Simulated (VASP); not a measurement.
Here is a VASP 6.6.1 calculation.

POSCAR

```
Al3GaN4
1.0
    5.1640342547      0.0000000000      0.0000609631
    0.0000000000      3.2030725463      0.0000000000
   -0.0033730107      0.0000000000      5.4103929785
Al Ga N
3 1 4
Direct
    0.5002216619      0.5000000000      0.1672550744
    0.0006683707      0.5000000000      0.8349019373
    0.0010043252      0.0000000000      0.3316444639
    0.4994946877      0.0000000000      0.6662044643
    0.1107069788      0.0000000000      0.6663170124
    0.1226755896      0.5000000000      0.1671322917
    0.6254135998      0.5000000000      0.8406810066
    0.6234137862      0.0000000000      0.3258647496
```

The input INCAR.step1:

```
SYSTEM = Al3GaN4
PREC     = Accurate       ! precision mode
ENCUT    = 520            ! plane-wave cutoff, eV
ISMEAR   = 0              ! smearing method
SIGMA    = 0.05           ! smearing width, eV
LREAL    = .FALSE.        ! projectors in reciprocal space
LASPH    = .TRUE.         ! aspherical terms in the spheres
NELM     = 60             ! most SCF steps
NBANDS   = 31             ! bands
GGA      = PE             ! functional
ALGO     = Normal         ! electronic algorithm
EDIFF    = 1E-4           ! SCF threshold, eV
LWAVE    = .TRUE.         ! write WAVECAR
LCHARG   = .FALSE.        ! write CHGCAR
```

File INCAR.step2:

```
SYSTEM = Al3GaN4
PREC     = Accurate       ! precision mode
ENCUT    = 520            ! plane-wave cutoff, eV
EDIFF    = 1E-6           ! SCF threshold, eV
ISMEAR   = 0              ! smearing method
SIGMA    = 0.05           ! smearing width, eV
LREAL    = .FALSE.        ! projectors in reciprocal space
LASPH    = .TRUE.         ! aspherical terms in the spheres
NELM     = 60             ! most SCF steps
ALGO     = Normal         ! electronic algorithm
ISIF     = 2              ! what is computed and relaxed
LWAVE    = .FALSE.        ! write WAVECAR
LCHARG   = .FALSE.        ! write CHGCAR
METAGGA  = R2SCAN         ! meta-GGA
LMIXTAU  = .TRUE.       
NBANDS   = 31             ! bands
ISTART   = 1
```

File KPOINTS:

```
regular mesh
0
G
  6 8 4
  0 0 0
```

Potentials or basis: VASP PAW PBE potentials, release 64 (Al, Ga_d, N).

Command:

```sh
$ cat potpaw_PBE.64/Al/POTCAR potpaw_PBE.64/Ga_d/POTCAR potpaw_PBE.64/N/POTCAR > POTCAR
$ cp INCAR.step1 INCAR
$ mpirun -np 1 vasp_std > vasp.out
$ cp INCAR.step2 INCAR
$ mpirun -np 1 vasp_std > vasp.out
```

Task: Predict the pressure.

Result: -9.2 GPa.

Task: Predict the band gap on the k mesh.

Result: 3.75 eV.

Forces in eV/Å, atoms in the order of the input:
```
Al  -0.100  0.000  0.164
Al  -0.143  0.000 -0.174
Al  -0.112  0.000 -0.164
Ga  -0.092  0.000  0.205
N    0.037  0.000  0.226
N    0.113  0.000  0.191
N    0.180  0.000 -0.165
N    0.116  0.000 -0.284
```

Caveat: the cell differs from its parent crystal (strain +0.025 along x and y, +0.000 along z); the cell stands under tension; the PAW data sets were made with another functional, which shifts forces and pressure a little. A k mesh can miss the band edges.
